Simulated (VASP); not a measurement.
Runs of VASP 6.6.1 on FeSi. The structure is that of space group P2_13 (No. 198), or close to it. The cells are those of the table. 

```tsv
cell	gap on the mesh (eV)	pressure (GPa)	largest force (eV/Å)
a = 4.197 Å, 8 atoms	0.15	(a)	0.05
a = 4.262 Å, 8 atoms	0.15	38.1	0.04
a = 3.987 Å, 8 atoms	0.15	153.2	0.05
a = 4.129 Å, 8 atoms	0.15	(b)	0.05
a = 4.059 Å, 8 atoms	0.15	113.6	0.05
a = 4.326 Å, 8 atoms	0.16	22.5	0.04
```

Alike in all rows: task single point; level PBE; potentials or basis VASP PAW PBE potentials, release 64 (Fe, Si); no spin polarisation; k mesh 8 × 8 × 8; cutoff (eV) 520; smearing gaussian 0.05 eV.

Fill in the values left out.

(a) 57.7; (b) 82.4.

A k mesh can miss the band edges.
